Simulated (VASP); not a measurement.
Write the native input for VASP 6.6.1 that does the following.

| Item | Value |
| --- | --- |
| Task | single point |
| Functional | r2SCAN |
| Potentials or basis | VASP PAW PBE potentials, release 64 (Mg, S) |
| Cutoff | 520 eV |
| k mesh | 8 × 8 × 8 |
| Occupations | gaussian, width 0.05 eV |
| Spin | no spin polarisation |
| Dipole correction | no |
| Further INCAR settings | ALGO = Normal; EDIFF = 1e-07; NBANDS = 11 |

Crystal: MgS.

```xyz
2
Lattice="0.0000 2.6016 2.6016 2.6016 0.0000 2.6016 2.6016 2.6016 0.0000" Properties=species:S:1:pos:R:3 pbc="T T T"
Mg    0.0177    0.0177    0.0000
S     2.6016    2.6016    2.6016
```

This cell differs from its parent crystal: all Mg atoms moved +0.025 Å, as atom 1 along Cartesian [1 1 0].

One way to write it, as run:

POSCAR

```
MgS
1.0
    0.0000000000      2.6016500000      2.6016500000
    2.6016500000      0.0000000000      2.6016500000
    2.6016500000      2.6016500000      0.0000000000
Mg S
1 1
Direct
    0.0000000000      0.0000000000      0.0067947916
    0.5000000000      0.5000000000      0.5000000000
```

INCAR.step1

```
SYSTEM = MgS
  ALGO = Normal
  EDIFF = 1E-4
  ENCUT = 520
  GGA = PE
  ISMEAR = 0
  LASPH = .TRUE.
  LCHARG = .FALSE.
  LREAL = .FALSE.
  LWAVE = .TRUE.
  NBANDS = 11
  NELM = 60
  PREC = Accurate
  SIGMA = 0.05
```

INCAR.step2

```
SYSTEM = MgS
  ALGO = Normal
  EDIFF = 1E-7
  ENCUT = 520
  ISIF = 2
  ISMEAR = 0
  ISTART = 1
  LASPH = .TRUE.
  LCHARG = .TRUE.
  LELF = .TRUE.
  LMIXTAU = .TRUE.
  LREAL = .FALSE.
  LVHAR = .TRUE.
  LWAVE = .FALSE.
  METAGGA = R2SCAN
  NBANDS = 11
  NELM = 60
  PREC = Accurate
  SIGMA = 0.05
```

KPOINTS

```
k-points
0
G
  8 8 8
  0 0 0
```

Potentials or basis: VASP PAW PBE potentials, release 64 (Mg, S).

The run is started by

```sh
$ cat potpaw_PBE.64/Mg/POTCAR potpaw_PBE.64/S/POTCAR > POTCAR
$ cp INCAR.step1 INCAR
$ mpirun -np 1 vasp_std > vasp.out
$ cp INCAR.step2 INCAR
$ mpirun -np 1 vasp_std > vasp.out
```

It gave:

```
Pressure               : -0.4 GPa
Largest force          : 0.071 eV/Å
Band gap on the k mesh : 3.43 eV, indirect (least direct gap 4.61 eV)
```

Caveat: the cell differs from its parent crystal (all Mg atoms moved +0.025 Å, as atom 1 along Cartesian [1 1 0]); the PAW data sets were made with another functional, which shifts forces and pressure a little.

Run time: 67 s on 1 thread of Intel(R) Xeon(R) 6975P-C (Granite Rapids), with other jobs on the host, peak memory 0.19 GiB.
